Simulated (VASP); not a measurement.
# MgO (P1) in VASP: single point with PBE

Aim: the single point of MgO with PBE.

All numbers are computed with VASP 6.6.1; they aren't measurements. Logs are shortened: lines on timing, memory, paths and dates and some standing lists are left out, and cuts for length are marked.

## (1) The cell of the first run

The typed cell holds 32 atoms: a = 7.367 Å, b = 7.367 Å, c = 7.367 Å, α = 109.47°, β = 109.47°, γ = 109.47°.

## (2) Single point, PBE

INCAR reads:

```
  PREC = Accurate
  ENCUT = 600
  EDIFF = 1E-6
  ISMEAR = 0
  SIGMA = 0.02
  LREAL = Auto
  LASPH = T
  NELM = 120
  ALGO = Normal
  ISIF = 2
  LWAVE = F
  LCHARG = F
  GGA = PE
  NBANDS = 86
  GGA_COMPAT = F
```

KPOINTS reads:

```
Automatic mesh
0
Gamma
  2 2 2
  0.5 0.5 0.5
```

POSCAR reads:

```
MgO
1.0
   -4.2535896552     -4.2535896552      4.2535896552
    4.2535896552      4.2535896552      4.2535896552
   -4.2535896552      4.2535896552     -4.2535896552
Mg O
16 16
Direct
    0.7486985920      0.4989788301      0.7480891897
   -0.0013385934      0.4989373561      0.4980499688
    0.7486143500      0.7487695788      0.4979946251
    0.2486650473      0.4988769750      0.2479801187
   -0.0011105817      0.7490238507      0.2481749062
    0.7487762775     -0.0010004132      0.2482326308
    0.4987980831      0.4991099568     -0.0018862916
    0.2487489578      0.7489648565     -0.0020114961
   -0.0014867420     -0.0011764711     -0.0019218132
    0.7485466555      0.2489870910     -0.0018716213
    0.4985666177      0.7490392803      0.7479850621
    0.2485795180     -0.0008897867      0.7481345739
   -0.0013867350      0.2489310027      0.7481445668
    0.4987355919     -0.0010644041      0.4980873568
    0.2488107147      0.2491281399      0.4981864735
    0.4985817674      0.2488186394      0.2480240442
   -0.0011900784      0.4990083814     -0.0019335727
    0.2488625857      0.4990532992      0.7480902599
   -0.0012520434      0.7489675150      0.7480343926
    0.4987821253      0.4989470423      0.4980237514
    0.2488169338      0.7489860518      0.4980774343
   -0.0012165569     -0.0010454524      0.4981019017
    0.7486862248      0.4988936309      0.2480118782
    0.4988339379      0.7489623280      0.2480185790
    0.2488387800     -0.0010129238      0.2480561524
   -0.0012212738      0.2490023096      0.2481174047
    0.7488481418      0.7490472661     -0.0019379019
    0.4987274418     -0.0010345177     -0.0019658498
    0.2487257040      0.2489472611     -0.0019752793
    0.7487053719     -0.0010205774      0.7480290392
    0.4987684947      0.2490563896      0.7480872428
    0.7488053811      0.2489636973      0.4980774962
```

Potentials or basis: VASP PAW PBE potentials, release 64 (Mg, O).

Launch:

```
cat potpaw_PBE.64/Mg/POTCAR potpaw_PBE.64/O/POTCAR > POTCAR
mpirun -np 1 vasp_std > vasp.out
```

OUTCAR:

```text
PREC = Accurate
   ENCUT = 600
   EDIFF = 1E-6
   ISMEAR = 0
   LREAL = Auto
   LASPH = T
   NELM = 120
   ISIF = 2
   GGA = PE

 ion  position               nearest neighbor table
   1  0.749  0.499  0.748-  31 2.13  27 2.13  20 2.13  17 2.13  19 2.13  32 2.13   9 3.01   3 3.01
                            15 3.01   7 3.01  13 3.01   2 3.01  10 3.01  14 3.01   8 3.01  16 3.01
   2  0.999  0.499  0.498-  32 2.13  19 2.13  23 2.13  26 2.13  18 2.13  21 2.13   3 3.01  11 3.01
                            10 3.01   6 3.01   8 3.01  15 3.01   5 3.01   1 3.01   4 3.01  16 3.01
   3  0.749  0.749  0.498-  20 2.13  23 2.13  24 2.13  19 2.13  30 2.13  22 2.13   2 3.01   7 3.01
                             1 3.01   4 3.01  16 3.01  12 3.01   6 3.01  11 3.01  14 3.01   9 3.01
   4  0.249  0.499  0.248-  26 2.13  17 2.13  29 2.13  21 2.13  20 2.13  24 2.13  13 3.01   5 3.01
                             3 3.01  15 3.01  16 3.01   7 3.01  11 3.01   9 3.01  14 3.01   2 3.01
   5  0.999  0.749  0.248-  21 2.13  22 2.13  25 2.13  17 2.13  23 2.13  27 2.13  14 3.01   9 3.01
                             4 3.01  12 3.01   2 3.01  10 3.01   8 3.01   1 3.01   6 3.01   7 3.01
   6  0.749  0.999  0.248-  24 2.13  32 2.13  22 2.13  26 2.13  27 2.13  28 2.13   7 3.01   9 3.01
                            14 3.01  13 3.01   2 3.01   3 3.01  16 3.01   8 3.01  15 3.01   5 3.01
   7  0.499  0.499  0.998-  24 2.13  18 2.13  23 2.13  27 2.13  31 2.13  29 2.13  10 3.01   3 3.01
                             6 3.01   8 3.01   1 3.01  15 3.01   4 3.01  12 3.01  11 3.01   5 3.01
   8  0.249  0.749  0.998-  18 2.13  28 2.13  19 2.13  17 2.13  25 2.13  24 2.13  11 3.01  16 3.01
                             7 3.01   2 3.01  12 3.01   6 3.01  13 3.01   5 3.01   1 3.01   4 3.01
   9  0.999  0.999  0.998-  27 2.12  26 2.13  30 2.13  19 2.13  25 2.13  29 2.13   1 3.01   6 3.01
                             5 3.01  11 3.01  12 3.01  13 3.01   4 3.01  16 3.01   3 3.01   8 3.01
  10  0.749  0.249  0.998-  23 2.13  28 2.13  31 2.13  26 2.13  30 2.13  17 2.13  16 3.01   7 3.01
                             2 3.01  11 3.01  12 3.01   1 3.01   5 3.01  14 3.01  13 3.01   6 3.01
  11  0.499  0.749  0.748-  21 2.13  18 2.13  28 2.13  30 2.13  20 2.13  27 2.13  14 3.01   8 3.01
                             2 3.01  15 3.01   9 3.01  10 3.01   4 3.01   3 3.01   7 3.01  12 3.01
[... 9 lines left out ...]
                            12 3.01  15 3.01  14 3.01   3 3.01   4 3.01   6 3.01   1 3.01   9 3.01
  17  0.999  0.499  0.998-  13 2.13   4 2.13   8 2.13   5 2.13   1 2.13  10 2.13
  18  0.249  0.499  0.748-  15 2.13  11 2.13   7 2.13   8 2.13   2 2.13  13 2.13
  19  0.999  0.749  0.748-  12 2.13   2 2.13   8 2.13   3 2.13   1 2.13   9 2.13
  20  0.499  0.499  0.498-   3 2.13  16 2.13   1 2.13  15 2.13   4 2.13  11 2.13
  21  0.249  0.749  0.498-  11 2.13  14 2.13   5 2.13   4 2.13   2 2.13  12 2.13
  22  0.999  0.999  0.498-  12 2.13   6 2.13   5 2.13  15 2.13  13 2.13   3 2.13
[... 8 lines left out ...]
  31  0.499  0.249  0.748-   1 2.13  10 2.13  15 2.13   7 2.13  14 2.13  12 2.13
  32  0.749  0.249  0.498-   6 2.13   2 2.13  13 2.13  14 2.13  16 2.13   1 2.13

  LATTYP: Found a body centered cubic cell.
 ALAT       =     8.5071793104

  Lattice vectors:

 A1 = (  -4.2535896552,  -4.2535896552,   4.2535896552)
 A2 = (   4.2535896552,   4.2535896552,   4.2535896552)
 A3 = (  -4.2535896552,   4.2535896552,  -4.2535896552)

Analysis of symmetry for initial positions (statically):
=====================================================================
 Subroutine PRICEL returns:
 Original cell was already a primitive cell.

 Routine SETGRP: Setting up the symmetry group for a
 body centered cubic supercell.

 Subroutine GETGRP returns: Found  1 space group operations
 (whereof  1 operations were pure point group operations)
 out of a pool of 48 trial point group operations.

The static configuration has the point symmetry C_1 .

Analysis of symmetry for dynamics (positions and initial velocities):
=====================================================================
 Subroutine PRICEL returns:
 Original cell was already a primitive cell.

 Routine SETGRP: Setting up the symmetry group for a
 body centered cubic supercell.

 Subroutine GETGRP returns: Found  1 space group operations
 (whereof  1 operations were pure point group operations)
 out of a pool of 48 trial point group operations.

The dynamic configuration has the point symmetry C_1 .

 Subroutine INISYM returns: Found  1 space group operations
 (whereof  1 operations are pure point group operations),
 and found     1 'primitive' translations

----------------------------------------------------------------------------------------

                                     Primitive cell

  volume of cell :     307.8412

  direct lattice vectors                    reciprocal lattice vectors
    -4.253589655 -4.253589655  4.253589655    -0.117547775  0.000000000  0.117547775
     4.253589655  4.253589655  4.253589655     0.000000000  0.117547775  0.117547775
    -4.253589655  4.253589655 -4.253589655    -0.117547775  0.117547775  0.000000000

  length of vectors
     7.367433397  7.367433397  7.367433397     0.166237658  0.166237658  0.166237658

  position of ions in fractional coordinates (direct lattice)
     0.748698592  0.498978830  0.748089190
     0.998661407  0.498937356  0.498049969
     0.748614350  0.748769579  0.497994625
     0.248665047  0.498876975  0.247980119
     0.998889418  0.749023851  0.248174906
     0.748776277  0.998999587  0.248232631
[... 24 lines left out ...]
     0.498768495  0.249056390  0.748087243
     0.748805381  0.248963697  0.498077496

  ion indices of the primitive-cell ions
   primitive index   ion index
                 1           1
                 2           2
                 3           3
                 4           4
                 5           5
                 6           6
[... 24 lines left out ...]
                31          31
                32          32

----------------------------------------------------------------------------------------

 KPOINTS: Automatic mesh

Automatic generation of k-mesh.
 Grid dimensions read from file:
 generate k-points for:    2    2    2

 Generating k-lattice:

  Cartesian coordinates                     Fractional coordinates (reciprocal lattice)
    -0.058773888  0.000000000  0.058773888     0.500000000  0.000000000  0.000000000
     0.000000000  0.058773888  0.058773888     0.000000000  0.500000000  0.000000000
    -0.058773888  0.058773888  0.000000000     0.000000000  0.000000000  0.500000000

  Length of vectors
     0.083118829  0.083118829  0.083118829

  Shift w.r.t. Gamma in fractional coordinates (k-lattice)
     0.500000000  0.500000000  0.500000000

 Subroutine IBZKPT returns following result:
 ===========================================

 Found      4 irreducible k-points:

 Following reciprocal coordinates:
            Coordinates               Weight
  0.250000  0.250000  0.250000      2.000000
 -0.250000  0.250000  0.250000      2.000000
  0.250000 -0.250000  0.250000      2.000000
  0.250000  0.250000 -0.250000      2.000000
   k-points           NKPTS =      4   k-points in BZ     NKDIM =      4   number of bands    NBANDS=     86
   number of dos      NEDOS =    301   number of ions     NIONS =     32
   total plane-waves  NPLWV = 216000
   dimension x,y,z NGX =    60 NGY =   60 NGZ =   60
   dimension x,y,z NGXF=   120 NGYF=  120 NGZF=  120
   ions per type =              16  16
   NGX,Y,Z   is equivalent  to a cutoff of  13.54, 13.54, 13.54 a.u.
   NGXF,Y,Z  is equivalent  to a cutoff of  27.08, 27.08, 27.08 a.u.
 SYSTEM =  unknown system
   PREC   = accura    normal or accurate (medium, high low for compatibility)
   ISTART =      0    job   : 0-new  1-cont  2-samecut
   ICHARG =      2    charge: 1-file 2-atom 10-const
   ISPIN  =      1    spin polarized calculation?
   LNONCOLLINEAR =      F non collinear calculations
   LSORBIT =      F    spin-orbit coupling
   LASPH  =      T    aspherical Exc in radial PAW
   ENCUT  =  600.0 eV  44.10 Ry    6.64 a.u.  14.71 14.71 14.71*2*pi/ulx,y,z
   NELM   =    120;   NELMIN=  2; NELMDL= -5     # of ELM steps
   EDIFF  = 0.1E-05   stopping-criterion for ELM
   LREAL  =      T    real-space projection
   EDIFFG = 0.1E-04   stopping-criterion for IOM
   NSW    =      0    number of steps for IOM
   IBRION =     -1    ionic relax: 0-MD 1-quasi-New 2-CG
   NFREE  =      0    steps in history (QN), initial steepest desc. (CG)
   ISIF   =      2    stress and relaxation
   ISYM   =      2    0-nonsym 1-usesym 2-fastsym
   POTIM  = 0.5000    time-step for ionic-motion
   TEBEG  =    0.0;   TEEND  =   0.0 temperature during run
   PSTRESS=    0.0 pullay stress
   NELECT =     128.0000    total number of electrons
   NUPDOWN=      -1.0000    fix difference up-down
   EMIN   =  10.00;   EMAX   =-10.00  energy-range for DOS
   EFERMI =   0.00;   METHOD = LEGACY
   ISMEAR =     0;   SIGMA  =   0.02  broadening in eV -4-tet -1-fermi 0-gaus
   EFERMI_NEDOS =   21; number of points for ismear=-14 and -15
   IALGO  =     38    algorithm
   IMIX   =      4    mixing-type and parameters
     AMIX     =   0.40;   BMIX     =  1.00
     AMIX_MAG =   1.60;   BMIX_MAG =  1.00
  volume/ion in A,a.u.               =       9.62        64.92
  Fermi-wavevector in a.u.,A,eV,Ry     =   1.221901  2.309057 20.314059  1.493041
  Thomas-Fermi vector in A             =   2.357067
   LORBIT       =      0    0 simple, 1 ext, 2 COOP (PROOUT), +10 PAW based schemes
   GGA     = PE    functional components
   LHFCALC =     F    Hartree Fock is set to
   AEXX    =    0.0000 exact exchange contribution
   IVDW    =     0    specifies the selected vdW correction
   LEPSILON=     F    determine dielectric tensor
   LRPA    =     F    only Hartree local field effects (RPA)
 non-spin polarized calculation
 Gauss-broadening in eV      SIGMA  =   0.02
  energy-cutoff  :      600.00
  volume of cell :      307.84
 maximum number of plane-waves:     10240
 NGX is ok and might be reduce to    60
   NGX = 29   NGY = 29   NGZ = 29

 number of electron     128.0000035 magnetization

 Free energy of the ion-electron system (eV)
  ---------------------------------------------------
  ext. energy  EPLUGINS =         0.00000000
  ---------------------------------------------------
  free energy    TOTEN  =      -190.64018782 eV

  energy without entropy =     -190.64018782  energy(sigma->0) =     -190.64018782

 E-fermi :   2.8937     XC(G=0): -10.9399

 val. band max:        2.7430314788   @ k =   0.2500  -0.2500   0.2500
 cond. band min:       8.6261202700   @ k =   0.2500   0.2500  -0.2500
 fundamental gap:      5.8830887912
 Fermi energy:         2.8937280864

 k-point     1 :       0.2500    0.2500    0.2500
  band No.  band energies     occupation
      1     -13.5919      2.00000
      2     -13.5917      2.00000
      3     -13.5913      2.00000
      4     -13.5910      2.00000
      5     -12.8233      2.00000
      6     -12.8229      2.00000
[... 305 lines left out ...]
     75      12.5575      0.00000
     76      12.8826      0.00000
 [bands above 76 left out]

------------------------ aborting loop because EDIFF is reached ----------------------------------------

  FORCE on cell =-STRESS in cart. coord.  units (eV):
  Direction    XX          YY          ZZ          XY          YZ          ZX
  --------------------------------------------------------------------------------------
  -------------------------------------------------------------------------------------
  Total       -1.7906152     -1.7833296     -1.7881478      0.0027042     -0.0014392      0.0054879
  in kB       -9.3193598     -9.2814417     -9.3065182      0.0140739     -0.0074902      0.0285620
  external PRESSURE =      -9.3024399 kB  Pullay stress =       0.0000000 kB

 VOLUME and BASIS-vectors are now :
 -----------------------------------------------------------------------------
  energy-cutoff  :      600.00
  volume of cell :      307.84
      direct lattice vectors                 reciprocal lattice vectors
    -4.253589655 -4.253589655  4.253589655    -0.117547775  0.000000000  0.117547775
     4.253589655  4.253589655  4.253589655     0.000000000  0.117547775  0.117547775
    -4.253589655  4.253589655 -4.253589655    -0.117547775  0.117547775  0.000000000

 POSITION                                       TOTAL-FORCE (eV/Angst)
 -----------------------------------------------------------------------------------
     -4.24427      2.11986      2.12504        -0.001350     -0.002298      0.002625
     -4.24412     -0.00712      4.25167        -0.001957     -0.001313      0.002767
     -2.11760      2.11893      4.25099         0.000151      0.003128      0.007066
      0.00949      2.11910      2.12493        -0.000576     -0.000259      0.002361
     -2.11846     -0.00719      6.37927         0.005354     -0.001078     -0.000532
      0.00847      2.12023      6.37844         0.003697     -0.006589      0.004590
[... 24 lines left out ...]
     -4.24423      2.11988     -0.00112        -0.001172     -0.000319     -0.002730
     -4.24474     -0.00750      2.12548         0.001396      0.003811     -0.003158
 -----------------------------------------------------------------------------------
    total drift:                                0.069755     -0.060125     -0.012099

  FREE ENERGIE OF THE ION-ELECTRON SYSTEM (eV)
  ---------------------------------------------------
  free  energy   TOTEN  =      -190.6401878235 eV

  energy  without entropy=     -190.6401878235  energy(sigma->0) =     -190.64018782
```

Run time: 7.7 min. Hardware: 1 thread of Oxide Virtual Turin-like, shared host; peak memory 0.47 GiB.

Results:

```
Free energy            : -190.6402 eV
Pressure               : -0.9 GPa
Largest force          : 0.011 eV/Å
Band gap on the k mesh : 5.88 eV
```

Forces in eV/Å, atoms in the order of the input:
```
Mg  -0.001 -0.002  0.003
Mg  -0.002 -0.001  0.003
Mg   0.000  0.003  0.007
Mg  -0.001  0.000  0.002
Mg   0.005 -0.001 -0.001
Mg   0.004 -0.007  0.005
Mg   0.000 -0.004 -0.002
Mg  -0.001  0.001 -0.001
Mg   0.000 -0.002  0.010
Mg  -0.003 -0.008  0.007
Mg  -0.008 -0.004  0.003
Mg  -0.004 -0.010  0.002
Mg  -0.001 -0.005  0.007
Mg   0.002  0.000  0.002
Mg   0.001 -0.006 -0.003
Mg   0.000  0.000  0.006
O    0.000  0.003 -0.005
O    0.003  0.002 -0.006
O    0.000  0.001 -0.003
O    0.002  0.004 -0.003
O    0.005  0.003 -0.003
O    0.002  0.002  0.000
O   -0.002  0.003  0.003
O    0.001  0.005 -0.005
O    0.000  0.004 -0.005
O    0.002  0.001 -0.002
O   -0.001  0.004 -0.006
O    0.000  0.003 -0.001
O    0.000  0.005 -0.003
O   -0.002  0.002 -0.003
O   -0.001  0.000 -0.003
O    0.001  0.004 -0.003
```

Levels at points of the mesh, in eV from the valence-band top:
| k point | band 62 | band 63 | band 64 | band 65 | band 66 | band 67 |
| --- | --- | --- | --- | --- | --- | --- |
| (0.25, 0.25, 0.25) | -0.10 | -0.10 | -0.10 | 7.05 | 7.05 | 7.05 |

Caveat: a shifted mesh leaves out Γ, where band edges can lie. A k mesh can miss the band edges.
